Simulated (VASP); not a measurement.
# Ta (P6_3/mmc) in VASP: a series of runs

The runs below take Ta through single point, with PBEsol.

All numbers are computed with VASP 6.6.1; they aren't measurements. Logs are shortened: lines on timing, memory, paths and dates and some standing lists are left out, and cuts for length are marked.

### Step 1. The cell of the first run

The structure is hexagonal, space group P6_3/mmc (No. 194). The conventional cell has a = 2.906 Å, b = 2.906 Å, c = 4.955 Å, α = 90.00°, β = 90.00°, γ = 120.00°. Within 3.8 Å of Ta (site symmetry -6m2) lie 12 Ta at 2.91 to 2.99 Å.

This isn't the form of Ta at room conditions, which is bcc.

### Step 2. Single point, PBEsol

INCAR

```
SYSTEM = Ta
  PREC = Accurate
  ENCUT = 520
  EDIFF = 1E-7
  ISMEAR = 0
  SIGMA = 0.15
  LREAL = .FALSE.
  LASPH = .TRUE.
  NELM = 100
  ALGO = Fast
  ISIF = 2
  LWAVE = .FALSE.
  LCHARG = .TRUE.
  GGA = PS
  LELF = .TRUE.
  LVHAR = .TRUE.
  NBANDS = 18
```

KPOINTS

```
Automatic mesh
0
G
  24 24 14
  0 0 0
```

POSCAR

```
Ta
1.0
    2.9062134178      0.0000000000      0.0000000000
   -1.4531067089      2.5168546486      0.0000000000
    0.0000000000      0.0000000000      4.9547222386
Ta
2
Direct
    0.6666666667      0.3333333333      0.7500000000
    0.3333333333      0.6666666667      0.2500000000
```

Potentials or basis: VASP PAW PBE potentials, release 64 (Ta_pv).

Started as:

```sh
$ cat potpaw_PBE.64/Ta_pv/POTCAR > POTCAR
$ mpirun -np 1 vasp_std > vasp.out
```

OUTCAR:

```text
SYSTEM = Ta
   PREC = Accurate
   ENCUT = 520
   EDIFF = 1E-7
   ISMEAR = 0
   LREAL = .FALSE.
   LASPH = .TRUE.
   NELM = 100
   ISIF = 2
   GGA = PS

 ion  position               nearest neighbor table
   1  0.667  0.333  0.750-   2 2.99   2 2.99   2 2.99   2 2.99   2 2.99   2 2.99
   2  0.333  0.667  0.250-   1 2.99   1 2.99   1 2.99   1 2.99   1 2.99   1 2.99

  LATTYP: Found a hexagonal cell.
 ALAT       =     2.9062134178
 C/A-ratio  =     1.7048721227

  Lattice vectors:

 A1 = (   2.9062134178,   0.0000000000,   0.0000000000)
 A2 = (  -1.4531067089,   2.5168546486,   0.0000000000)
 A3 = (   0.0000000000,   0.0000000000,   4.9547222386)

Analysis of symmetry for initial positions (statically):
=====================================================================
 Subroutine PRICEL returns:
 Original cell was already a primitive cell.

 Routine SETGRP: Setting up the symmetry group for a
 hexagonal supercell.

 Subroutine GETGRP returns: Found 24 space group operations
 (whereof 12 operations were pure point group operations)
 out of a pool of 24 trial point group operations.

The static configuration has the point symmetry D_3d.
 The point group associated with its full space group is D_6h.

Analysis of symmetry for dynamics (positions and initial velocities):
=====================================================================
 Subroutine PRICEL returns:
 Original cell was already a primitive cell.

 Routine SETGRP: Setting up the symmetry group for a
 hexagonal supercell.

 Subroutine GETGRP returns: Found 24 space group operations
 (whereof 12 operations were pure point group operations)
 out of a pool of 24 trial point group operations.

The dynamic configuration has the point symmetry D_3d.
 The point group associated with its full space group is D_6h.

 Subroutine INISYM returns: Found 24 space group operations
 (whereof 12 operations are pure point group operations),
 and found     1 'primitive' translations

----------------------------------------------------------------------------------------

                                     Primitive cell

  volume of cell :      36.2414

  direct lattice vectors                    reciprocal lattice vectors
     2.906213418  0.000000000  0.000000000     0.344090353  0.198660658  0.000000000
    -1.453106709  2.516854649  0.000000000     0.000000000  0.397321316  0.000000000
     0.000000000  0.000000000  4.954722239     0.000000000  0.000000000  0.201827661

  length of vectors
[... 78 lines left out ...]
   LSORBIT =      F    spin-orbit coupling
   LASPH  =      T    aspherical Exc in radial PAW
   ENCUT  =  520.0 eV  38.22 Ry    6.18 a.u.   5.40  5.40  9.21*2*pi/ulx,y,z
   NELM   =    100;   NELMIN=  2; NELMDL= -5     # of ELM steps
   EDIFF  = 0.1E-06   stopping-criterion for ELM
   LREAL  =      F    real-space projection
   EDIFFG = 0.1E-05   stopping-criterion for IOM
   NSW    =      0    number of steps for IOM
   IBRION =     -1    ionic relax: 0-MD 1-quasi-New 2-CG
   NFREE  =      0    steps in history (QN), initial steepest desc. (CG)
   ISIF   =      2    stress and relaxation
   ISYM   =      2    0-nonsym 1-usesym 2-fastsym
   POTIM  = 0.5000    time-step for ionic-motion
   TEBEG  =    0.0;   TEEND  =   0.0 temperature during run
   PSTRESS=    0.0 pullay stress
   NELECT =      22.0000    total number of electrons
   NUPDOWN=      -1.0000    fix difference up-down
   EMIN   =  10.00;   EMAX   =-10.00  energy-range for DOS
   EFERMI =   0.00;   METHOD = LEGACY
   ISMEAR =     0;   SIGMA  =   0.15  broadening in eV -4-tet -1-fermi 0-gaus
   EFERMI_NEDOS =   21; number of points for ismear=-14 and -15
   IALGO  =     68    algorithm
   IMIX   =      4    mixing-type and parameters
     AMIX     =   0.40;   BMIX     =  1.00
     AMIX_MAG =   1.60;   BMIX_MAG =  1.00
  volume/ion in A,a.u.               =      18.12       122.28
  Fermi-wavevector in a.u.,A,eV,Ry     =   1.386162  2.619467 26.142858  1.921446
  Thomas-Fermi vector in A             =   2.510504
   LORBIT       =      0    0 simple, 1 ext, 2 COOP (PROOUT), +10 PAW based schemes
   GGA     = PS    functional components
   LHFCALC =     F    Hartree Fock is set to
   AEXX    =    0.0000 exact exchange contribution
   IVDW    =     0    specifies the selected vdW correction
   LEPSILON=     F    determine dielectric tensor
   LRPA    =     F    only Hartree local field effects (RPA)
 non-spin polarized calculation
 RMM-DIIS sequential band-by-band and
 Gauss-broadening in eV      SIGMA  =   0.15
  energy-cutoff  :      520.00
  volume of cell :       36.24
 maximum number of plane-waves:      1006
 NGX is ok and might be reduce to    24

 number of electron      22.0000003 magnetization

 Free energy of the ion-electron system (eV)
  ---------------------------------------------------
  ext. energy  EPLUGINS =         0.00000000
  ---------------------------------------------------
  free energy    TOTEN  =       -24.49992707 eV

  energy without entropy =      -24.47198445  energy(sigma->0) =      -24.48595576

 E-fermi :   5.7305     XC(G=0): -12.6912

 val. band max:        5.7301634331   @ k =   0.2083   0.2083   0.2143
 cond. band min:       5.7315275784   @ k =   0.1667   0.0417   0.4286
 fundamental gap:      0.0013641453
 Fermi energy:         5.7305316999

 k-point     1 :       0.0000    0.0000    0.0000
  band No.  band energies     occupation
      1     -28.8371      2.00000
      2     -27.8322      2.00000
      3     -27.8322      2.00000
      4     -27.7946      2.00000
      5     -27.7120      2.00000
      6     -27.7120      2.00000
[... 481 lines left out ...]
      5     -28.0060      2.00000
      6     -27.9129      2.00000
[... 10 lines left out ...]
     17      12.9903      0.00000
     18      13.8700      0.00000

 [... further k-points ...]
[... 5 lines left out ...]
  --------------------------------------------------------------------------------------
  -------------------------------------------------------------------------------------
  Total       -0.5931918     -0.5931918      1.0749229     -0.0000000      0.0000000     -0.0000000
  in kB      -26.2241122    -26.2241122     47.5207113     -0.0000000      0.0000000     -0.0000000
  external PRESSURE =      -1.6425044 kB  Pullay stress =       0.0000000 kB

 VOLUME and BASIS-vectors are now :
 -----------------------------------------------------------------------------
  energy-cutoff  :      520.00
  volume of cell :       36.24
      direct lattice vectors                 reciprocal lattice vectors
     2.906213418  0.000000000  0.000000000     0.344090353  0.198660658  0.000000000
    -1.453106709  2.516854649  0.000000000     0.000000000  0.397321316  0.000000000
     0.000000000  0.000000000  4.954722239     0.000000000  0.000000000  0.201827661

 POSITION                                       TOTAL-FORCE (eV/Angst)
 -----------------------------------------------------------------------------------
      1.45311      0.83895      3.71604        -0.000000      0.000000      0.000000
     -0.00000      1.67790      1.23868         0.000000     -0.000000      0.000000
 -----------------------------------------------------------------------------------
    total drift:                               -0.000000      0.000000     -0.000000

  FREE ENERGIE OF THE ION-ELECTRON SYSTEM (eV)
  ---------------------------------------------------
  free  energy   TOTEN  =       -24.4999270671 eV

  energy  without entropy=      -24.4719844507  energy(sigma->0) =      -24.48595576
```

It took 3.7 min on 1 thread of Intel Xeon Platinum 8488C (Sapphire Rapids), shared host; peak memory 0.37 GiB.

What came out:

- Free energy: -24.4999 eV
- Pressure: -0.2 GPa
- Band gap on the k mesh: zero (bands 11 and 12 overlap by 2.27 eV)

Levels at points of the mesh, in eV from the Fermi level:
| k point | band 7 | band 8 | band 9 | band 10 | band 11 | band 12 | band 13 | band 14 | band 15 | band 16 |
| --- | --- | --- | --- | --- | --- | --- | --- | --- | --- | --- |
| (0.00, 0.00, 0.00) | -8.37 | -4.95 | -0.17 | 0.35 | 0.48 | 0.48 | 1.18 | 1.18 | 2.65 | 2.65 |
| (0.50, 0.00, 0.00) | -4.18 | -4.00 | -3.46 | -0.60 | -0.13 | 0.47 | 0.74 | 5.98 | 6.32 | 6.72 |
| (0.00, 0.00, 0.50) | -6.34 | -6.34 | -0.99 | -0.99 | 0.48 | 0.48 | 0.48 | 0.48 | 4.49 | 4.49 |
| (0.50, 0.00, 0.50) | -4.51 | -4.51 | -2.29 | -2.29 | 1.53 | 1.53 | 2.45 | 2.45 | 5.97 | 5.97 |

Caveat: the stress differs along the axes, from -3 to 5 GPa; the PAW data sets were made with another functional, which shifts forces and pressure a little; spin-orbit coupling is left out, which moves the levels of the heavy elements.

### Step 3. Single point, PBEsol

This run uses another cell than the first one, of the same volume but with other edges.

INCAR

```
SYSTEM = Ta
ALGO     = Fast           ! electronic algorithm
EDIFF    = 1E-6           ! SCF threshold, eV
ENCUT    = 520            ! plane-wave cutoff, eV
GGA      = PS             ! functional
ISIF     = 2              ! what is computed and relaxed
ISMEAR   = 0              ! smearing method
LASPH    = .TRUE.         ! aspherical terms in the spheres
LCHARG   = .FALSE.        ! write CHGCAR
LREAL    = .FALSE.        ! projectors in reciprocal space
LWAVE    = .FALSE.        ! write WAVECAR
NBANDS   = 18             ! bands
NELM     = 100            ! most SCF steps
PREC     = Accurate       ! precision mode
SIGMA    = 0.15           ! smearing width, eV
```

KPOINTS

```
k-points
0
G
  24 24 14
  0 0 0
```

POSCAR

```
Ta
1.0
    2.8206864668      0.0000000000      0.0000000000
   -1.4103432334      2.4427861364      0.0000000000
    0.0000000000      0.0000000000      5.2597450108
Ta
2
Direct
    0.6666666667      0.3333333333      0.7500000000
    0.3333333333      0.6666666667      0.2500000000
```

Potentials or basis: VASP PAW PBE potentials, release 64 (Ta_pv).

Started as:

```sh
$ cat potpaw_PBE.64/Ta_pv/POTCAR > POTCAR
$ mpirun -np 1 vasp_std > vasp.out
```

It took 3.1 min on 1 thread of Intel Xeon Platinum 8488C (Sapphire Rapids), shared host; peak memory 0.36 GiB.

It converged, with:

```yaml
Free_energy: -24.4837 eV
Pressure: 1.0 GPa
Band_gap_on_the_k_mesh: zero (bands 11 and 12 overlap by 2.58 eV)
```

Stress tensor (GPa, compression positive):
```
 4.67  0.00  0.00
 0.00  4.67  0.00
 0.00  0.00 -6.37
```

Levels at points of the mesh, in eV from the Fermi level:
| k point | band 8 | band 9 | band 10 | band 11 | band 12 | band 13 | band 14 | band 15 |
| --- | --- | --- | --- | --- | --- | --- | --- | --- |
| (0.00, 0.00, 0.00) | -5.14 | -1.05 | -0.33 | 0.70 | 0.70 | 1.19 | 1.19 | 3.52 |
| (0.50, 0.00, 0.00) | -4.04 | -3.53 | -0.66 | -0.14 | 0.35 | 1.26 | 5.60 | 7.17 |
| (0.00, 0.00, 0.50) | -6.53 | -1.46 | -1.46 | 0.78 | 0.78 | 0.78 | 0.78 | 4.75 |
| (0.50, 0.00, 0.50) | -4.47 | -2.55 | -2.55 | 1.75 | 1.75 | 2.91 | 2.91 | 5.56 |

Caveat: the stress differs along the axes, from -6 to 5 GPa; the PAW data sets were made with another functional, which shifts forces and pressure a little; spin-orbit coupling is left out, which moves the levels of the heavy elements.
